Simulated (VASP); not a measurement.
A run of VASP 6.6.1:

File INCAR:

```
ALGO = Normal
EDIFF = 1E-7
EDIFFG = -0.001
ENCUT = 500
GGA = PS
GGA_COMPAT = False
IBRION = 2
ISIF = 4
ISMEAR = -1
LASPH = True
LCHARG = False
LREAL = False
LWAVE = False
NELM = 120
NELMIN = 4
NSW = 80
PREC = Accurate
SIGMA = 0.15
```

The input KPOINTS:

```
k-points
0
Gamma
  18 18 10
```

File POSCAR:

```
Au
1.0
    2.8440763504      0.0000000000      0.0000000000
   -1.4220381752      2.4630423697      0.0000000000
    0.0000000000      0.0000000000      4.7669019758
Au
2
Direct
    0.3333333333      0.6666666667      0.7500000000
    0.6666666667      0.3333333333      0.2500000000
```

Potentials or basis: VASP PAW PBE potentials, release 64 (Au).

Command:

```bash
$ cat potpaw_PBE.64/Au/POTCAR > POTCAR
$ mpirun -np 1 vasp_std > vasp.out
```

Hardware: 1 thread of Intel Xeon 8259CL, with other jobs on the host.

Estimate the wall time of this run.

Run time: 3.3 min on 1 thread of Intel Xeon 8259CL, with other jobs on the host, peak memory 0.23 GiB. Counts: scf iterations 22, k points 222, ion steps 3.
